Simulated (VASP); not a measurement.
# NaI in VASP: further runs, part 2 of 2

VASP 6.6.1. The steps go on from the part before.

## Step 4: Single point, PBE

This run uses another cell than the first one, of 33.90 Å³/atom, 1.064 times its volume.

Contents of INCAR:

```
SYSTEM = NaI
PREC = Accurate
ENCUT = 520
EDIFF = 1E-7
ISMEAR = -1
SIGMA = 0.02
LREAL = .FALSE.
LASPH = .TRUE.
NELM = 80
ALGO = Normal
ISIF = 2
LWAVE = .FALSE.
LCHARG = .FALSE.
GGA = PE
NBANDS = 14
```

Contents of KPOINTS:

```
regular mesh
0
G
  11 11 11
  0 0 0
```

Contents of POSCAR:

```
NaI
1.0
    0.0000000000      3.2364000000      3.2364000000
    3.2364000000      0.0000000000      3.2364000000
    3.2364000000      3.2364000000      0.0000000000
I Na
1 1
Direct
    0.5000000000      0.5000000000      0.5000000000
    0.0000000000      0.0000000000      0.0000000000
```

Potentials or basis: VASP PAW PBE potentials, release 64 (I, Na_pv).

The run is started by

```sh
$ cat potpaw_PBE.64/I/POTCAR potpaw_PBE.64/Na_pv/POTCAR > POTCAR
$ mpirun -np 1 vasp_std > vasp.out
```

OUTCAR:

```text
SYSTEM = NaI
   PREC = Accurate
   ENCUT = 520
   EDIFF = 1E-7
   ISMEAR = -1
   LREAL = .FALSE.
   LASPH = .TRUE.
   NELM = 80
   ISIF = 2
   GGA = PE

 ion  position               nearest neighbor table
   1  0.500  0.500  0.500-
   2  0.000  0.000  0.000-

  LATTYP: Found a face centered cubic cell.
 ALAT       =     6.4728000000

  Lattice vectors:

 A1 = (   0.0000000000,   3.2364000000,   3.2364000000)
 A2 = (   3.2364000000,   0.0000000000,   3.2364000000)
 A3 = (   3.2364000000,   3.2364000000,   0.0000000000)

Analysis of symmetry for initial positions (statically):
=====================================================================
 Subroutine PRICEL returns:
 Original cell was already a primitive cell.

 Routine SETGRP: Setting up the symmetry group for a
 face centered cubic supercell.

 Subroutine GETGRP returns: Found 48 space group operations
 (whereof 48 operations were pure point group operations)
 out of a pool of 48 trial point group operations.

The static configuration has the point symmetry O_h .

Analysis of symmetry for dynamics (positions and initial velocities):
=====================================================================
 Subroutine PRICEL returns:
 Original cell was already a primitive cell.

 Routine SETGRP: Setting up the symmetry group for a
 face centered cubic supercell.

 Subroutine GETGRP returns: Found 48 space group operations
 (whereof 48 operations were pure point group operations)
 out of a pool of 48 trial point group operations.

The dynamic configuration has the point symmetry O_h .

 Subroutine INISYM returns: Found 48 space group operations
 (whereof 48 operations are pure point group operations),
 and found     1 'primitive' translations

----------------------------------------------------------------------------------------

                                     Primitive cell

  volume of cell :      67.7980

  direct lattice vectors                    reciprocal lattice vectors
     0.000000000  3.236400000  3.236400000    -0.154492646  0.154492646  0.154492646
     3.236400000  0.000000000  3.236400000     0.154492646 -0.154492646  0.154492646
     3.236400000  3.236400000  0.000000000     0.154492646  0.154492646 -0.154492646

  length of vectors
     4.576960773  4.576960773  4.576960773     0.267589113  0.267589113  0.267589113

  position of ions in fractional coordinates (direct lattice)
     0.500000000  0.500000000  0.500000000
     0.000000000  0.000000000  0.000000000

  ion indices of the primitive-cell ions
   primitive index   ion index
                 1           1
                 2           2

----------------------------------------------------------------------------------------

 KPOINTS: regular mesh

Automatic generation of k-mesh.
 Grid dimensions read from file:
 generate k-points for:   11   11   11

 Generating k-lattice:

  Cartesian coordinates                     Fractional coordinates (reciprocal lattice)
    -0.014044786  0.014044786  0.014044786     0.090909091  0.000000000  0.000000000
     0.014044786 -0.014044786  0.014044786     0.000000000  0.090909091  0.000000000
     0.014044786  0.014044786 -0.014044786     0.000000000  0.000000000  0.090909091

  Length of vectors
     0.024326283  0.024326283  0.024326283

  Shift w.r.t. Gamma in fractional coordinates (k-lattice)
     0.000000000  0.000000000  0.000000000

 Subroutine IBZKPT returns following result:
 ===========================================

 Found     56 irreducible k-points:

 Following reciprocal coordinates:
            Coordinates               Weight
  0.000000  0.000000  0.000000      1.000000
  0.090909  0.000000  0.000000      8.000000
  0.181818  0.000000  0.000000      8.000000
  0.272727  0.000000  0.000000      8.000000
  0.363636  0.000000  0.000000      8.000000
  0.454545  0.000000  0.000000      8.000000
[... 16 lines left out ...]
 -0.272727  0.181818  0.000000     24.000000
 -0.181818  0.181818  0.000000     12.000000
 [... further k-points ...]
   k-points           NKPTS =     56   k-points in BZ     NKDIM =     56   number of bands    NBANDS=     14
   number of dos      NEDOS =    301   number of ions     NIONS =      2
   total plane-waves  NPLWV =  46656
   dimension x,y,z NGX =    36 NGY =   36 NGZ =   36
   dimension x,y,z NGXF=    72 NGYF=   72 NGZF=   72
   ions per type =               1   1
   NGX,Y,Z   is equivalent  to a cutoff of  13.08, 13.08, 13.08 a.u.
   NGXF,Y,Z  is equivalent  to a cutoff of  26.15, 26.15, 26.15 a.u.
 SYSTEM =  NaI
   PREC   = accura    normal or accurate (medium, high low for compatibility)
   ISTART =      0    job   : 0-new  1-cont  2-samecut
   ICHARG =      2    charge: 1-file 2-atom 10-const
   ISPIN  =      1    spin polarized calculation?
   LNONCOLLINEAR =      F non collinear calculations
   LSORBIT =      F    spin-orbit coupling
   LASPH  =      T    aspherical Exc in radial PAW
   ENCUT  =  520.0 eV  38.22 Ry    6.18 a.u.   8.51  8.51  8.51*2*pi/ulx,y,z
   NELM   =     80;   NELMIN=  2; NELMDL= -5     # of ELM steps
   EDIFF  = 0.1E-06   stopping-criterion for ELM
   LREAL  =      F    real-space projection
   EDIFFG = 0.1E-05   stopping-criterion for IOM
   NSW    =      0    number of steps for IOM
   IBRION =     -1    ionic relax: 0-MD 1-quasi-New 2-CG
   NFREE  =      0    steps in history (QN), initial steepest desc. (CG)
   ISIF   =      2    stress and relaxation
   ISYM   =      2    0-nonsym 1-usesym 2-fastsym
   POTIM  = 0.5000    time-step for ionic-motion
   TEBEG  =    0.0;   TEEND  =   0.0 temperature during run
   PSTRESS=    0.0 pullay stress
   NELECT =      14.0000    total number of electrons
   NUPDOWN=      -1.0000    fix difference up-down
   EMIN   =  10.00;   EMAX   =-10.00  energy-range for DOS
   EFERMI =   0.00;   METHOD = LEGACY
   ISMEAR =    -1;   SIGMA  =   0.02  broadening in eV -4-tet -1-fermi 0-gaus
   EFERMI_NEDOS =   21; number of points for ismear=-14 and -15
   IALGO  =     38    algorithm
   IMIX   =      4    mixing-type and parameters
     AMIX     =   0.40;   BMIX     =  1.00
     AMIX_MAG =   1.60;   BMIX_MAG =  1.00
  volume/ion in A,a.u.               =      33.90       228.76
  Fermi-wavevector in a.u.,A,eV,Ry     =   0.967636  1.828567 12.739397  0.936319
  Thomas-Fermi vector in A             =   2.097538
   LORBIT       =      0    0 simple, 1 ext, 2 COOP (PROOUT), +10 PAW based schemes
   GGA     = PE    functional components
   LHFCALC =     F    Hartree Fock is set to
   AEXX    =    0.0000 exact exchange contribution
   IVDW    =     0    specifies the selected vdW correction
   LEPSILON=     F    determine dielectric tensor
   LRPA    =     F    only Hartree local field effects (RPA)
 non-spin polarized calculation
  energy-cutoff  :      520.00
  volume of cell :       67.80
 maximum number of plane-waves:      1844
 NGX is ok and might be reduce to    36

 number of electron      13.9999993 magnetization

 Free energy of the ion-electron system (eV)
  ---------------------------------------------------
  ext. energy  EPLUGINS =         0.00000000
  ---------------------------------------------------
  free energy    TOTEN  =        -5.38507240 eV

  energy without entropy =       -5.38507240  energy(sigma->0) =       -5.38507240

 E-fermi :   1.2526     XC(G=0):  -7.7046

 val. band max:        0.8066318170   @ k =   0.0000   0.0000   0.0000
 cond. band min:       4.4473072091   @ k =   0.0000   0.0000   0.0000
 fundamental gap:      3.6406753921
 Fermi energy:         1.2525993118

 k-point     1 :       0.0000    0.0000    0.0000
  band No.  band energies     occupation
      1     -21.6323      2.00000
      2     -21.6323      2.00000
      3     -21.6323      2.00000
      4     -10.2109      2.00000
      5       0.8066      2.00000
      6       0.8066      2.00000
      7       0.8066      2.00000
      8       4.4473      0.00000
      9       8.7362      0.00000
     10       8.7362      0.00000
     11       8.7362      0.00000
     12      10.5544      0.00000
     13      10.5544      0.00000
     14      11.2423      0.00000
[... 377 lines left out ...]
      1     -21.6351      2.00000
      2     -21.6333      2.00000
      3     -21.6323      2.00000
      4     -10.0109      2.00000
      5      -0.5702      2.00000
      6       0.2503      2.00000
      7       0.6650      2.00000
      8       6.3760      0.00000
      9       7.9298      0.00000
     10       8.2422      0.00000
     11       8.9854      0.00000
     12       9.6020      0.00000
     13      11.7903      0.00000
     14      12.9185      0.00000

 [... further k-points ...]

------------------------ aborting loop because EDIFF is reached ----------------------------------------

  FORCE on cell =-STRESS in cart. coord.  units (eV):
  Direction    XX          YY          ZZ          XY          YZ          ZX
  --------------------------------------------------------------------------------------
  -------------------------------------------------------------------------------------
  Total        0.1815426      0.1815426      0.1815426     -0.0000000     -0.0000000     -0.0000000
  in kB        4.2901504      4.2901504      4.2901504     -0.0000000     -0.0000000     -0.0000000
  external PRESSURE =       4.2901504 kB  Pullay stress =       0.0000000 kB

 VOLUME and BASIS-vectors are now :
 -----------------------------------------------------------------------------
  energy-cutoff  :      520.00
  volume of cell :       67.80
      direct lattice vectors                 reciprocal lattice vectors
     0.000000000  3.236400000  3.236400000    -0.154492646  0.154492646  0.154492646
     3.236400000  0.000000000  3.236400000     0.154492646 -0.154492646  0.154492646
     3.236400000  3.236400000  0.000000000     0.154492646  0.154492646 -0.154492646

 POSITION                                       TOTAL-FORCE (eV/Angst)
 -----------------------------------------------------------------------------------
      3.23640      3.23640      3.23640         0.000000      0.000000     -0.000000
      0.00000      0.00000      0.00000        -0.000000     -0.000000      0.000000
 -----------------------------------------------------------------------------------
    total drift:                                0.000000      0.000000      0.000000

  FREE ENERGIE OF THE ION-ELECTRON SYSTEM (eV)
  ---------------------------------------------------
  free  energy   TOTEN  =        -5.3850723964 eV

  energy  without entropy=       -5.3850723964  energy(sigma->0) =       -5.38507240
```

Wall time 18 s (1 thread of Intel Xeon 6975P-C (Granite Rapids), shared host); peak memory 0.23 GiB.

Results:

```yaml
Free_energy: -5.3851 eV
Pressure: 0.4 GPa
Band_gap_on_the_k_mesh: 3.64 eV, direct
```

Caveat: spin-orbit coupling is left out, which moves the levels of the heavy elements.

## Step 5: Single point, PBE

This run uses another cell than the first one, of 34.92 Å³/atom, 1.096 times its volume.

Contents of INCAR:

```
PREC = Accurate
ENCUT = 520
EDIFF = 1E-7
ISMEAR = -1
SIGMA = 0.02
LREAL = False
LASPH = True
NELM = 60
ALGO = Normal
ISIF = 2
LWAVE = False
LCHARG = False
GGA = PE
NBANDS = 14
```

Contents of KPOINTS:

```
regular mesh
0
Gamma
  11 11 11
```

Contents of POSCAR:

```
NaI
1.0
    0.0000000000      3.2684456484      3.2684456484
    3.2684456484      0.0000000000      3.2684456484
    3.2684456484      3.2684456484      0.0000000000
I Na
1 1
Direct
    0.5000000000      0.5000000000      0.5000000000
    0.0000000000      0.0000000000      0.0000000000
```

The run is started by

```sh
$ cat potpaw_PBE.64/I/POTCAR potpaw_PBE.64/Na_pv/POTCAR > POTCAR
$ mpirun -np 1 vasp_std > vasp.out
```

Run time: 19 s. Hardware: 1 thread of Intel Xeon 6975P-C (Granite Rapids), shared host; peak memory 0.23 GiB.

Results (log left out):

```yaml
Free_energy: -5.3876 eV
Pressure: 0.0 GPa
Band_gap_on_the_k_mesh: 3.56 eV, direct
```

Levels at points of the mesh, in eV from the valence-band top:
| k point | band 3 | band 4 | band 5 | band 6 | band 7 | band 8 | band 9 | band 10 | band 11 | band 12 |
| --- | --- | --- | --- | --- | --- | --- | --- | --- | --- | --- |
| (0.00, 0.00, 0.00) | -22.48 | -10.94 | 0.00 | 0.00 | 0.00 | 3.56 | 7.93 | 7.93 | 7.93 | 9.70 |

Caveat: spin-orbit coupling is left out, which moves the levels of the heavy elements.

## Step 6: Single point, PBE

This run uses another cell than the first one, of 35.93 Å³/atom, 1.128 times its volume.

Contents of INCAR:

```
PREC     = Accurate       # precision mode
ENCUT    = 520            # plane-wave cutoff, eV
EDIFF    = 1E-7           # SCF threshold, eV
ISMEAR   = -1             # smearing method
SIGMA    = 0.02           # smearing width, eV
LREAL    = F              # projectors in reciprocal space
LASPH    = T              # aspherical terms in the spheres
NELM     = 60             # most SCF steps
ALGO     = Normal         # electronic algorithm
ISIF     = 2              # what is computed and relaxed
LWAVE    = F              # write WAVECAR
LCHARG   = F              # write CHGCAR
GGA      = PE             # functional
NBANDS   = 14             # bands
```

KPOINTS is that of step 5.

Contents of POSCAR:

```
NaI
1.0
    0.0000000000      3.2998749385      3.2998749385
    3.2998749385      0.0000000000      3.2998749385
    3.2998749385      3.2998749385      0.0000000000
I Na
1 1
Direct
    0.5000000000      0.5000000000      0.5000000000
    0.0000000000      0.0000000000      0.0000000000
```

Potentials or basis: VASP PAW PBE potentials, release 64 (I, Na_pv).

The run is started by

```sh
$ cat potpaw_PBE.64/I/POTCAR potpaw_PBE.64/Na_pv/POTCAR > POTCAR
$ mpirun -np 1 vasp_std > vasp.out
```

Wall time 18 s (1 thread of Intel Xeon 6975P-C (Granite Rapids), shared host); peak memory 0.23 GiB.

The run converged. Its results:

```yaml
Free_energy: -5.3845 eV
Pressure: -0.4 GPa
Band_gap_on_the_k_mesh: 3.49 eV, direct
```

Levels at points of the mesh, in eV from the valence-band top:
```tsv
k point	band 3	band 4	band 5	band 6	band 7	band 8	band 9	band 10	band 11	band 12
(0.00, 0.00, 0.00)	-22.52	-10.88	0.00	0.00	0.00	3.49	7.92	7.92	7.92	9.65
```

Caveat: spin-orbit coupling is left out, which moves the levels of the heavy elements.

## Step 7: Single point, PBE

This run uses another cell than the first one, of 33.90 Å³/atom, 1.064 times its volume.

Contents of INCAR:

```
  PREC = Accurate
  ENCUT = 520
  EDIFF = 1E-7
  ISMEAR = -1
  SIGMA = 0.02
  LREAL = False
  LASPH = True
  NELM = 80
  ALGO = Normal
  ISIF = 2
  LWAVE = False
  LCHARG = False
  GGA = PE
  NBANDS = 14
```

KPOINTS is that of step 6.

Contents of POSCAR:

```
NaI
1.0
    0.0000000000      3.2364000000      3.2364000000
    3.2364000000      0.0000000000      3.2364000000
    3.2364000000      3.2364000000      0.0000000000
I Na
1 1
Direct
    0.5154492646      0.5154492646      0.4845507354
    0.0000000000      0.0000000000      0.0000000000
```

The run is started by

```sh
$ cat potpaw_PBE.64/I/POTCAR potpaw_PBE.64/Na_pv/POTCAR > POTCAR
$ mpirun -np 1 vasp_std > vasp.out
```

It took 38 s on 1 thread of Intel Xeon 6975P-C (Granite Rapids), shared host; peak memory 0.27 GiB.

It converged, with:

```yaml
Free_energy: -5.3805 eV
Pressure: 0.5 GPa
Largest_force: 0.093 eV/Å
Band_gap_on_the_k_mesh: 3.64 eV, direct
```

Forces on the atoms (eV/Å):
```
I    0.000  0.000 -0.093
Na   0.000  0.000  0.093
```

Stress tensor (GPa, compression positive):
```
0.42 0.00 0.00
0.00 0.42 0.00
0.00 0.00 0.61
```

Levels at points of the mesh, in eV from the valence-band top:
```csv
k point,band 3,band 4,band 5,band 6,band 7,band 8,band 9,band 10,band 11,band 12
"(0.00, 0.00, 0.00)",-22.44,-11.02,0.00,0.00,0.00,3.64,7.93,7.93,7.93,9.75
```

Caveat: spin-orbit coupling is left out, which moves the levels of the heavy elements.

## Step 8: Summary

```tsv
cell	gap on the mesh (eV)	pressure (GPa)
a = 4.484 Å, angles 60.0°, 2 atoms	3.81	1.7
a = 4.531 Å, angles 60.0°, 2 atoms	3.72	1.0
a = 4.577 Å, angles 60.0°, 2 atoms	3.64	0.5
a = 4.622 Å, angles 60.0°, 2 atoms	3.56	0.0
a = 4.667 Å, angles 60.0°, 2 atoms	3.49	-0.4
```

Some of these runs hold the atoms at other places in the same cell, which the table doesn't show; runs alike in all that it shows share one row.

Alike in all rows: task single point; level PBE; potentials or basis VASP PAW PBE potentials, release 64 (I, Na_pv); no spin polarisation; k mesh 11 × 11 × 11; cutoff (eV) 520; smearing fermi-dirac 0.02 eV.

Caveats: spin-orbit coupling is left out, which moves the levels of the heavy elements.

Absolute energies hang on the potentials; compare differences alone.
